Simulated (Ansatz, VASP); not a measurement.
## Nb in VASP and in Ansatz

POSCAR

```
Nb
1.0
   -1.7316228465      1.7316228465      1.7316228465
    1.7316228465     -1.7316228465      1.7316228465
    1.7316228465      1.7316228465     -1.7316228465
Nb
1
Direct
    0.0000000000      0.0000000000      0.0000000000
```

File INCAR.step1:

```
  PREC = Accurate
  ENCUT = 520
  ISMEAR = 0
  SIGMA = 0.1
  LREAL = F
  LASPH = T
  NELM = 80
  NBANDS = 12
  GGA = PE
  ALGO = Normal
  EDIFF = 1E-4
  LWAVE = T
  LCHARG = F
```

File INCAR.step2:

```
  PREC = Accurate
  ENCUT = 520
  EDIFF = 1E-7
  ISMEAR = 0
  SIGMA = 0.1
  LREAL = F
  LASPH = T
  NELM = 80
  ALGO = Normal
  ISIF = 2
  LWAVE = F
  LCHARG = F
  METAGGA = R2SCAN
  LMIXTAU = T
  NBANDS = 12
  ISTART = 1
```

File KPOINTS:

```
regular mesh
0
Gamma
  18 18 18
```

Input for Ansatz:

```yaml
crystal:
  lattice:
    - [-1.7316228465, 1.7316228465, 1.7316228465]
    - [1.7316228465, -1.7316228465, 1.7316228465]
    - [1.7316228465, 1.7316228465, -1.7316228465]
  atoms:
    - { symbol: Nb, position: [0.0, 0.0, 0.0] }
basis:
  ecutwfc: 500
kpoints:
  mp_grid: { grid: [18, 18, 18] }
hamiltonian:
  xc: r2scan
scf:
  occupations: { method: gaussian, width: 0.1 }
output:
  forces: true
  stress: true
  eigenvalues: true
```

Alike in both runs: task single point; functional r2SCAN; k mesh 18 × 18 × 18; occupations gaussian, width 0.1 eV; no spin polarisation.

```csv
,VASP,Ansatz
version,VASP 6.6.1,Ansatz 0.2.0
potentials or method,"VASP PAW PBE potentials, release 64 (Nb_sv), cutoff 520 eV","scalar-relativistic, plane waves, PAW"
valence electrons in the cell,13,13
```

VASP gave:

* gap on the k mesh at the Fermi level (eV): none
* pressure (GPa): -19.3

Problem. Which values does Ansatz return?

Solution. gap on the k mesh at the Fermi level (eV): none; pressure (GPa): -19.2.

VASP's potentials were made for PBE, not for r2SCAN. A gap of «none» marks a metal or a gap that the smearing closes.
